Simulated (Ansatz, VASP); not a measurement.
Given: the input of a run of VASP 6.6.1 on SiC.

Contents of INCAR:

```
  PREC = Accurate
  ENCUT = 600
  EDIFF = 1E-6
  ISMEAR = -1
  SIGMA = 0.05
  LREAL = False
  LASPH = True
  NELM = 100
  ALGO = Normal
  ISIF = 3
  LWAVE = False
  LCHARG = False
  GGA = PE
  IVDW = 12
  IBRION = 2
  NSW = 60
  EDIFFG = -0.01
```

The input KPOINTS:

```
regular mesh
0
Gamma
  10 10 5
```

File POSCAR:

```
SiC
1.0
    3.0760000000      0.0000000000      0.0000000000
   -1.5380000000      2.6638941420      0.0000000000
    0.0000000000      0.0000000000      5.0480000000
Si C
2 2
Direct
    0.6666666667      0.3333333333      0.5000000000
    0.3333333333      0.6666666667      0.0000000000
    0.6666666667      0.3333333333      0.8850000000
    0.3333333333      0.6666666667      0.3850000000
```

Potentials or basis: VASP PAW PBE potentials, release 64 (Si, C).

Command:

```sh
$ cat potpaw_PBE.64/Si/POTCAR potpaw_PBE.64/C/POTCAR > POTCAR
$ mpirun -np 1 vasp_std > vasp.out
```

Task: Translate it to Ansatz 0.2.0. Potentials there: Ansatz PAW.

Result: As run (the cutoff follows the program's own potentials):

File input.yaml:

```yaml
crystal:
  lattice:
    - [3.076, 0.0, 0.0]
    - [-1.538, 2.663894142, 0.0]
    - [0.0, 0.0, 5.048]
  atoms:
    - { symbol: Si, position: [0.6666666667, 0.3333333333, 0.5] }
    - { symbol: Si, position: [0.3333333333, 0.6666666667, 0.0] }
    - { symbol: C, position: [0.6666666667, 0.3333333333, 0.885] }
    - { symbol: C, position: [0.3333333333, 0.6666666667, 0.385] }
hamiltonian:
  xc: pbe
  pseudopotentials: { kind: paw }
  dispersion: d3bj
kpoints:
  mp_grid: { grid: [10, 10, 5] }
scf:
  occupations: { method: fermi_dirac, width: 0.05 }
output:
  forces: true
  stress: true
relax:
  f_tol: 0.01
  max_steps: 40
  cell: { stress_tol: 0.05 }
```

Potentials or basis: Ansatz PAW.

Run with:

```sh
$ ansatz run input.yaml --threads 2 --pin off --max-ram 5632MiB --backend cpu --events-out ev --progress --plain --runs-dir out
```

Both were run:

|  | VASP | Ansatz | Ansatz less VASP |
| --- | --- | --- | --- |
| relaxed volume (Å³/atom) | 10.27 | 10.28 | +0.010 |
| relaxed length of the cell vector where the two differ most in proportion (Å) | 3.069 | 3.070 | +0.0010 |

Noted on Ansatz's run: odd divisions of the mesh miss points on the zone boundary, where band edges often lie, so the gap on the mesh can be too wide; the plane-wave basis is chosen anew once the cell has moved, so the energies of steps on either side of that aren't comparable.
